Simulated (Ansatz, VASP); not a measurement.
# Zn: VASP beside Ansatz

```
Zn
1.0
    -1.51477    1.53007    1.51477
     1.51477   -1.53007    1.51477
     1.51477    1.53007   -1.51477
Zn
1
Direct
  0.00000 0.00000 0.00000
```

Change from the starting cell: normal strain along x -0.0100, normal strain along z -0.0100.

Alike in both runs: task single point; functional PBEsol; k mesh 20 × 20 × 20; occupations gaussian, width 0.15 eV; no spin polarisation.

```csv
,VASP,Ansatz
version,VASP 6.6.1,Ansatz 0.2.0
potentials or method,"VASP PAW PBE potentials, release 64 (Zn), cutoff 520 eV","scalar-relativistic, plane waves, PAW"
valence electrons in the cell,12,12
```

VASP gave:

```
gap on the k mesh at the Fermi level (eV)                     : none
pressure (GPa)                                                : 2.0
traceless stress, the component that is largest in VASP (GPa) : 0.36
```

**Question.** What did Ansatz give for the same quantities?

**Answer.** gap on the k mesh at the Fermi level (eV): none; pressure (GPa): 1.5; traceless stress, the component that is largest in VASP (GPa): 0.37.

VASP's potentials were made for PBE, not for PBEsol. A gap of «none» marks a metal or a gap that the smearing closes.
